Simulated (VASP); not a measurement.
Set up this calculation in VASP 6.6.1, as the native input.

```yaml
Task: electrostatic potential
Functional: PBE
Potentials_or_basis: VASP PAW PBE potentials, release 64 (Hf_pv, Pd, Se, Br, O)
Cutoff: 520 eV
k_mesh: 8 × 8 × 2
Occupations: fermi-dirac, width 0.05 eV
Spin: no spin polarisation
Further_INCAR_settings: ALGO = Normal; EDIFF = 1e-06
```

The structure of Hf2Pd2Se2Br2O3 lies in POSCAR:

```
Hf2Pd2Se2Br2O3
1.0
    7.6772200000     -1.7097100000      0.0000000000
    7.6772200000      1.7097100000      0.0000000000
   -3.9994100000      0.0000000000     12.5875400000
Hf Pd Se Br O
2 2 2 2 3
Direct
    0.0548600000      0.0548600000      0.9385600000
    0.3937200000      0.3937200000      0.7169100000
    0.8208000000      0.8208000000      0.4903600000
    0.6771400000      0.6771400000      0.2569300000
    0.0776800000      0.0776800000      0.1543500000
    0.2100900000      0.2100900000      0.4120000000
    0.4135500000      0.4135500000      0.9548000000
    0.7539600000      0.7539600000      0.7134900000
    0.4029900000      0.4029900000      0.5787300000
    0.6144600000      0.6144600000      0.9269800000
    0.9690600000      0.9690600000      0.7783100000
```

These files were run (other wordings do the same):

INCAR

```
PREC = Accurate
ENCUT = 520
EDIFF = 1E-6
ISMEAR = -1
SIGMA = 0.05
LREAL = F
LASPH = T
NELM = 60
ALGO = Normal
ISIF = 2
LWAVE = F
LCHARG = T
GGA = PE
LVHAR = T
KPAR = 4
```

KPOINTS

```
regular mesh
0
Gamma
  8 8 2
```

Potentials or basis: VASP PAW PBE potentials, release 64 (Hf_pv, Pd, Se, Br, O).

Launch:

```console
$ cat potpaw_PBE.64/Hf_pv/POTCAR potpaw_PBE.64/Pd/POTCAR potpaw_PBE.64/Se/POTCAR potpaw_PBE.64/Br/POTCAR potpaw_PBE.64/O/POTCAR > POTCAR
$ mpirun -np 4 vasp_std > vasp.out
```

It gave:

```
Pressure               : -0.4 GPa
Largest force          : 0.143 eV/Å
Band gap on the k mesh : 0.83 eV (least direct gap 0.87 eV)
```

Caveat: spin-orbit coupling is left out, which moves the levels of the heavy elements.

Run time: 9.7 min on 4 MPI ranks on AMD EPYC 7R43 64-Core Processor (Zen 3), on a shared host, peak memory 1.1 GiB a rank.
